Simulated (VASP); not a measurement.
# CdSe (I-4m2) in VASP: single point with PBE

Aim: the single point of CdSe with PBE.

Program: VASP 6.6.1. These are calculated values, not measurements. Logs are shortened: lines on timing, memory, paths and dates and some standing lists are left out, and cuts for length are marked.

## (1) The cell of the first run

The structure is tetragonal, space group I-4m2 (No. 119). Conventional cell: a = 4.342 Å, b = 4.342 Å, c = 5.956 Å, α = 90.00°, β = 90.00°, γ = 90.00°. Cd (site symmetry -4m2) has 4 Se at 2.63 Å within 3.5 Å. Se (site symmetry -4m2) has 4 Cd at 2.63 Å within 3.5 Å.

## (2) Single point, PBE (zz strain of -3 %)

The input, INCAR:

```
PREC = Accurate
ENCUT = 520
EDIFF = 1E-7
ISMEAR = -1
SIGMA = 0.03
LREAL = F
LASPH = T
NELM = 60
ALGO = Normal
ISIF = 2
LWAVE = F
LCHARG = F
GGA = PE
NBANDS = 16
```

The input, KPOINTS:

```
regular mesh
0
Gamma
  8 8 8
```

The input, POSCAR:

```
CdSe
1.0
    0.0000000000      3.0702711986      2.9781630626
    3.0702711986      0.0000000000      2.9781630626
    3.0702711986      3.0702711986      0.0000000000
Cd Se
1 1
Direct
    0.0000000000      0.0000000000      0.0000000000
    0.2500000000      0.2500000000      0.2500000000
```

Potentials or basis: VASP PAW PBE potentials, release 64 (Cd, Se).

Launch:

```
$ cat potpaw_PBE.64/Cd/POTCAR potpaw_PBE.64/Se/POTCAR > POTCAR
$ mpirun -np 1 vasp_std > vasp.out
```

OUTCAR:

```text
PREC = Accurate
   ENCUT = 520
   EDIFF = 1E-7
   ISMEAR = -1
   LREAL = F
   LASPH = T
   NELM = 60
   ISIF = 2
   GGA = PE

 ion  position               nearest neighbor table
   1  0.000  0.000  0.000-   2 2.63   2 2.63   2 2.63   2 2.63
   2  0.250  0.250  0.250-   1 2.63   1 2.63   1 2.63   1 2.63

  LATTYP: Found a body centered tetragonal cell.
 ALAT       =     4.3420191692
 C/A-ratio  =     1.3717871555

  Lattice vectors:

 A1 = (   0.0000000000,  -3.0702711986,  -2.9781630626)
 A2 = (   0.0000000000,   3.0702711986,  -2.9781630626)
 A3 = (   3.0702711986,   0.0000000000,   2.9781630626)

Analysis of symmetry for initial positions (statically):
=====================================================================
 Subroutine PRICEL returns:
 Original cell was already a primitive cell.

 Routine SETGRP: Setting up the symmetry group for a
 body centered tetragonal supercell.

 Subroutine GETGRP returns: Found  8 space group operations
 (whereof  8 operations were pure point group operations)
 out of a pool of 16 trial point group operations.

The static configuration has the point symmetry D_2d.

Analysis of symmetry for dynamics (positions and initial velocities):
=====================================================================
 Subroutine PRICEL returns:
 Original cell was already a primitive cell.

 Routine SETGRP: Setting up the symmetry group for a
 body centered tetragonal supercell.

 Subroutine GETGRP returns: Found  8 space group operations
 (whereof  8 operations were pure point group operations)
 out of a pool of 16 trial point group operations.

The dynamic configuration has the point symmetry D_2d.

 Subroutine INISYM returns: Found  8 space group operations
 (whereof  8 operations are pure point group operations),
 and found     1 'primitive' translations

----------------------------------------------------------------------------------------

                                     Primitive cell

  volume of cell :      56.1477

  direct lattice vectors                    reciprocal lattice vectors
     0.000000000  3.070271199  2.978163063    -0.162852063  0.162852063  0.167888725
     3.070271199  0.000000000  2.978163063     0.162852063 -0.162852063  0.167888725
     3.070271199  3.070271199  0.000000000     0.162852063  0.162852063 -0.167888725

  length of vectors
     4.277384769  4.277384769  4.342019169     0.285005637  0.285005637  0.285005637

  position of ions in fractional coordinates (direct lattice)
     0.000000000  0.000000000  0.000000000
     0.250000000  0.250000000  0.250000000

  ion indices of the primitive-cell ions
   primitive index   ion index
                 1           1
                 2           2

----------------------------------------------------------------------------------------

 KPOINTS: regular mesh

Automatic generation of k-mesh.
 Grid dimensions read from file:
 generate k-points for:    8    8    8

 Generating k-lattice:

  Cartesian coordinates                     Fractional coordinates (reciprocal lattice)
    -0.020356508  0.020356508  0.020986091     0.125000000  0.000000000  0.000000000
     0.020356508 -0.020356508  0.020986091     0.000000000  0.125000000  0.000000000
     0.020356508  0.020356508 -0.020986091     0.000000000  0.000000000  0.125000000

  Length of vectors
     0.035625705  0.035625705  0.035625705

  Shift w.r.t. Gamma in fractional coordinates (k-lattice)
     0.000000000  0.000000000  0.000000000

 Subroutine IBZKPT returns following result:
 ===========================================

 Found     59 irreducible k-points:

 Following reciprocal coordinates:
            Coordinates               Weight
  0.000000  0.000000  0.000000      1.000000
  0.125000 -0.000000  0.000000      8.000000
  0.250000 -0.000000  0.000000      8.000000
  0.375000 -0.000000  0.000000      8.000000
  0.500000 -0.000000  0.000000      4.000000
  0.125000  0.125000  0.000000      2.000000
[... 16 lines left out ...]
  0.250000 -0.000000  0.125000     16.000000
  0.375000  0.000000  0.125000     16.000000
 [... further k-points ...]
   k-points           NKPTS =     59   k-points in BZ     NKDIM =     59   number of bands    NBANDS=     16
   number of dos      NEDOS =    301   number of ions     NIONS =      2
   total plane-waves  NPLWV =  32768
   dimension x,y,z NGX =    32 NGY =   32 NGZ =   32
   dimension x,y,z NGXF=    64 NGYF=   64 NGZF=   64
   ions per type =               1   1
   NGX,Y,Z   is equivalent  to a cutoff of  12.44, 12.44, 12.25 a.u.
   NGXF,Y,Z  is equivalent  to a cutoff of  24.87, 24.87, 24.50 a.u.
 SYSTEM =  unknown system
   PREC   = accura    normal or accurate (medium, high low for compatibility)
   ISTART =      0    job   : 0-new  1-cont  2-samecut
   ICHARG =      2    charge: 1-file 2-atom 10-const
   ISPIN  =      1    spin polarized calculation?
   LNONCOLLINEAR =      F non collinear calculations
   LSORBIT =      F    spin-orbit coupling
   LASPH  =      T    aspherical Exc in radial PAW
   ENCUT  =  520.0 eV  38.22 Ry    6.18 a.u.   7.95  7.95  8.07*2*pi/ulx,y,z
   NELM   =     60;   NELMIN=  2; NELMDL= -5     # of ELM steps
   EDIFF  = 0.1E-06   stopping-criterion for ELM
   LREAL  =      F    real-space projection
   EDIFFG = 0.1E-05   stopping-criterion for IOM
   NSW    =      0    number of steps for IOM
   IBRION =     -1    ionic relax: 0-MD 1-quasi-New 2-CG
   NFREE  =      0    steps in history (QN), initial steepest desc. (CG)
   ISIF   =      2    stress and relaxation
   ISYM   =      2    0-nonsym 1-usesym 2-fastsym
   POTIM  = 0.5000    time-step for ionic-motion
   TEBEG  =    0.0;   TEEND  =   0.0 temperature during run
   PSTRESS=    0.0 pullay stress
   NELECT =      18.0000    total number of electrons
   NUPDOWN=      -1.0000    fix difference up-down
   EMIN   =  10.00;   EMAX   =-10.00  energy-range for DOS
   EFERMI =   0.00;   METHOD = LEGACY
   ISMEAR =    -1;   SIGMA  =   0.03  broadening in eV -4-tet -1-fermi 0-gaus
   EFERMI_NEDOS =   21; number of points for ismear=-14 and -15
   IALGO  =     38    algorithm
   IMIX   =      4    mixing-type and parameters
     AMIX     =   0.40;   BMIX     =  1.00
     AMIX_MAG =   1.60;   BMIX_MAG =  1.00
  volume/ion in A,a.u.               =      28.07       189.45
  Fermi-wavevector in a.u.,A,eV,Ry     =   1.120439  2.117323 17.080541  1.255384
  Thomas-Fermi vector in A             =   2.257086
   LORBIT       =      0    0 simple, 1 ext, 2 COOP (PROOUT), +10 PAW based schemes
   GGA     = PE    functional components
   LHFCALC =     F    Hartree Fock is set to
   AEXX    =    0.0000 exact exchange contribution
   IVDW    =     0    specifies the selected vdW correction
   LEPSILON=     F    determine dielectric tensor
   LRPA    =     F    only Hartree local field effects (RPA)
 non-spin polarized calculation
  energy-cutoff  :      520.00
  volume of cell :       56.15
 maximum number of plane-waves:      1535
   NGX = 15   NGY = 15   NGZ = 17

 number of electron      18.0000002 magnetization

 Free energy of the ion-electron system (eV)
  ---------------------------------------------------
  ext. energy  EPLUGINS =         0.00000000
  ---------------------------------------------------
  free energy    TOTEN  =        -5.46304198 eV

  energy without entropy =       -5.46304171  energy(sigma->0) =       -5.46304185

 E-fermi :   1.2938     XC(G=0):  -8.8950

 val. band max:        1.0156749391   @ k =   0.0000   0.0000   0.0000
 cond. band min:       1.5672977160   @ k =   0.0000   0.0000   0.0000
 fundamental gap:      0.5516227769
 Fermi energy:         1.2937919484

 k-point     1 :       0.0000    0.0000    0.0000
  band No.  band energies     occupation
      1     -11.6457      2.00000
      2      -6.9873      2.00000
      3      -6.9873      2.00000
      4      -6.9742      2.00000
      5      -6.6116      2.00000
      6      -6.6032      2.00000
[... 8 lines left out ...]
     15      11.8348      0.00000
     16      12.2529      0.00000

 k-point     2 :       0.1250   -0.0000    0.0000
  band No.  band energies     occupation
      1     -11.5917      2.00000
      2      -6.9702      2.00000
      3      -6.9625      2.00000
      4      -6.9338      2.00000
      5      -6.6116      2.00000
      6      -6.6049      2.00000
[... 8 lines left out ...]
     15      11.3224      0.00000
     16      11.5661      0.00000

 k-point     3 :       0.2500   -0.0000    0.0000
  band No.  band energies     occupation
      1     -11.4598      2.00000
      2      -6.9334      2.00000
      3      -6.9230      2.00000
      4      -6.7722      2.00000
      5      -6.6057      2.00000
      6      -6.6040      2.00000
[... 8 lines left out ...]
     15      10.9879      0.00000
     16      11.2761      0.00000

 k-point     4 :       0.3750   -0.0000    0.0000
  band No.  band energies     occupation
      1     -11.3263      2.00000
      2      -6.9049      2.00000
      3      -6.8915      2.00000
      4      -6.5970      2.00000
      5      -6.5893      2.00000
      6      -6.4925      2.00000
[... 8 lines left out ...]
     15      11.9185      0.00000
     16      11.9699      0.00000

 k-point     5 :       0.5000   -0.0000    0.0000
  band No.  band energies     occupation
      1     -11.2708      2.00000
      2      -6.8961      2.00000
      3      -6.8813      2.00000
      4      -6.5888      2.00000
      5      -6.5788      2.00000
      6      -6.3115      2.00000
[... 8 lines left out ...]
     15      13.0007      0.00000
     16      13.2187      0.00000

 k-point     6 :       0.1250    0.1250    0.0000
  band No.  band energies     occupation
      1     -11.5717      2.00000
      2      -6.9533      2.00000
      3      -6.9533      2.00000
      4      -6.9335      2.00000
      5      -6.6134      2.00000
      6      -6.6019      2.00000
[... 8 lines left out ...]
     15      11.9797      0.00000
     16      12.0727      0.00000

 k-point     7 :       0.2500    0.1250    0.0000
  band No.  band energies     occupation
      1     -11.4646      2.00000
      2      -6.9229      2.00000
      3      -6.9134      2.00000
      4      -6.8235      2.00000
      5      -6.6127      2.00000
      6      -6.5917      2.00000
[... 8 lines left out ...]
     15      11.8738      0.00000
     16      12.4272      0.00000

 k-point     8 :       0.3750    0.1250    0.0000
  band No.  band energies     occupation
      1     -11.3321      2.00000
      2      -6.8904      2.00000
      3      -6.8803      2.00000
      4      -6.6672      2.00000
      5      -6.5790      2.00000
      6      -6.5146      2.00000
[... 8 lines left out ...]
     15      12.1162      0.00000
     16      12.5539      0.00000

 k-point     9 :       0.5000    0.1250    0.0000
  band No.  band energies     occupation
      1     -11.2526      2.00000
      2      -6.8722      2.00000
      3      -6.8698      2.00000
      4      -6.6184      2.00000
      5      -6.5768      2.00000
      6      -6.2959      2.00000
[... 8 lines left out ...]
     15      12.5557      0.00000
     16      13.2408      0.00000
[... 172 lines left out ...]
 k-point    19 :       0.5000    0.3750    0.0000
  band No.  band energies     occupation
      1     -11.1626      2.00000
      2      -6.8038      2.00000
      3      -6.7446      2.00000
      4      -6.7238      2.00000
      5      -6.5550      2.00000
      6      -6.2293      2.00000
[... 8 lines left out ...]
     15      13.4641      0.00000
     16      14.1724      0.00000

 k-point    20 :      -0.3750    0.3750    0.0000
  band No.  band energies     occupation
      1     -11.1581      2.00000
      2      -6.8200      2.00000
      3      -6.7643      2.00000
      4      -6.6825      2.00000
      5      -6.5748      2.00000
      6      -6.1430      2.00000
[... 8 lines left out ...]
     15      12.4100      0.00000
     16      15.0137      0.00000

 k-point    21 :       0.5000    0.5000    0.0000
  band No.  band energies     occupation
      1     -11.1435      2.00000
      2      -6.8019      2.00000
      3      -6.7213      2.00000
      4      -6.7213      2.00000
      5      -6.5454      2.00000
      6      -6.2140      2.00000
[... 8 lines left out ...]
     15      13.2834      0.00000
     16      14.2619      0.00000

 k-point    22 :       0.1250    0.0000    0.1250
  band No.  band energies     occupation
      1     -11.5749      2.00000
      2      -6.9538      2.00000
      3      -6.9453      2.00000
      4      -6.9400      2.00000
      5      -6.6214      2.00000
      6      -6.5970      2.00000
[... 8 lines left out ...]
     15      11.9052      0.00000
     16      12.2670      0.00000

 k-point    23 :       0.2500   -0.0000    0.1250
  band No.  band energies     occupation
      1     -11.4698      2.00000
      2      -6.9266      2.00000
      3      -6.9049      2.00000
      4      -6.8243      2.00000
      5      -6.6237      2.00000
      6      -6.5897      2.00000
[... 8 lines left out ...]
     15      11.9583      0.00000
     16      12.5427      0.00000

 k-point    24 :       0.3750    0.0000    0.1250
  band No.  band energies     occupation
      1     -11.3370      2.00000
      2      -6.8982      2.00000
      3      -6.8700      2.00000
      4      -6.6521      2.00000
      5      -6.5847      2.00000
      6      -6.5342      2.00000
[... 8 lines left out ...]
     15      12.0081      0.00000
     16      12.5564      0.00000

 [... further k-points ...]

------------------------ aborting loop because EDIFF is reached ----------------------------------------

  FORCE on cell =-STRESS in cart. coord.  units (eV):
  Direction    XX          YY          ZZ          XY          YZ          ZX
  --------------------------------------------------------------------------------------
  -------------------------------------------------------------------------------------
  Total        1.0880186      1.0880186      1.2284414      0.0000000      0.0000000     -0.0000000
  in kB       31.0466652     31.0466652     35.0536377      0.0000000      0.0000000     -0.0000000
  external PRESSURE =      32.3823227 kB  Pullay stress =       0.0000000 kB

 VOLUME and BASIS-vectors are now :
 -----------------------------------------------------------------------------
  energy-cutoff  :      520.00
  volume of cell :       56.15
      direct lattice vectors                 reciprocal lattice vectors
     0.000000000  3.070271199  2.978163063    -0.162852063  0.162852063  0.167888725
     3.070271199  0.000000000  2.978163063     0.162852063 -0.162852063  0.167888725
     3.070271199  3.070271199  0.000000000     0.162852063  0.162852063 -0.167888725

 POSITION                                       TOTAL-FORCE (eV/Angst)
 -----------------------------------------------------------------------------------
      0.00000      0.00000      0.00000        -0.000000     -0.000000     -0.000000
      1.53514      1.53514      1.48908         0.000000      0.000000      0.000000
 -----------------------------------------------------------------------------------
    total drift:                               -0.000001     -0.000001      0.000000

  FREE ENERGIE OF THE ION-ELECTRON SYSTEM (eV)
  ---------------------------------------------------
  free  energy   TOTEN  =        -5.4630419824 eV

  energy  without entropy=       -5.4630417129  energy(sigma->0) =       -5.46304185
```

It took 18 s on 1 thread of Intel Xeon 6975P-C (Granite Rapids), shared host; peak memory 0.2 GiB.

What came out:

```
Free energy            : -5.4630 eV
Pressure               : 3.2 GPa
Band gap on the k mesh : 0.55 eV, direct
```

Caveat: the cell differs from its parent crystal (zz strain of -3 %).
